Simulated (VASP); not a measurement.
The system is BN.

```
CELL_PARAMETERS angstrom
2.38417 0.00000 0.00000
-1.19209 2.06475 0.00000
0.00000 0.00000 7.78670
ATOMIC_POSITIONS crystal
B 0.00000 0.00000 0.00000
B 0.33333 0.66667 0.25000
B 0.00000 0.00000 0.50000
B 0.66667 0.33333 0.75000
N 0.00000 0.00000 0.18750
N 0.33333 0.66667 0.43750
N 0.00000 0.00000 0.68750
N 0.66667 0.33333 0.93750
```

- Program: VASP 6.6.1
- Task: relaxation of cell and atoms
- Functional: PBEsol
- Potentials or basis: VASP PAW PBE potentials, release 64 (B, N)
- Cutoff: 600 eV
- k mesh: 9 × 9 × 4
- Occupations: fermi-dirac, width 0.03 eV
- Spin: no spin polarisation

At the start: pressure 113.8 GPa; volume 4.79 Å³/atom.

Question: Where does the relaxation end?

Answer: Over 9 steps the energy falls by 330.0 meV/atom and the volume is 5.88 Å³/atom (+22.6 %); space group P6_3mc (No. 186, to 0.1 Å) before and after.

The path:
```
step  energy change (eV)  largest force (eV/Å)  pressure (GPa)  volume (Å³)
   1              0.0000                0.3128          113.83        38.33
   2              0.5361                0.4326          -62.14        60.49
   3             -2.6327                0.2123           -3.78        47.47
   4             -2.6384                0.2006           -0.60        47.08
   5             -2.6383                0.1949            0.93        46.89
   6             -2.6383                0.2291            0.63        46.93
   7             -2.6402                0.0239            0.77        46.91
   8             -2.6403                0.0238           -0.50        47.06
   9             -2.6404                0.0048            0.00        47.00
```

Final structure:
```
B N
1.0
     2.54643    0.00000    0.00000
    -1.27322    2.20527    0.00000
     0.00000    0.00000    8.36977
B N
4 4
Direct
  0.00000 0.00000 0.00039
  0.33333 0.66667 0.24972
  0.00000 0.00000 0.50039
  0.66667 0.33333 0.74972
  0.00000 0.00000 0.18698
  0.33333 0.66667 0.43791
  0.00000 0.00000 0.68698
  0.66667 0.33333 0.93791
```

Caveat: the volume moved by over 15 % at a fixed basis, so the end points are rough; the PAW data sets were made with another functional, which shifts forces and pressure a little.
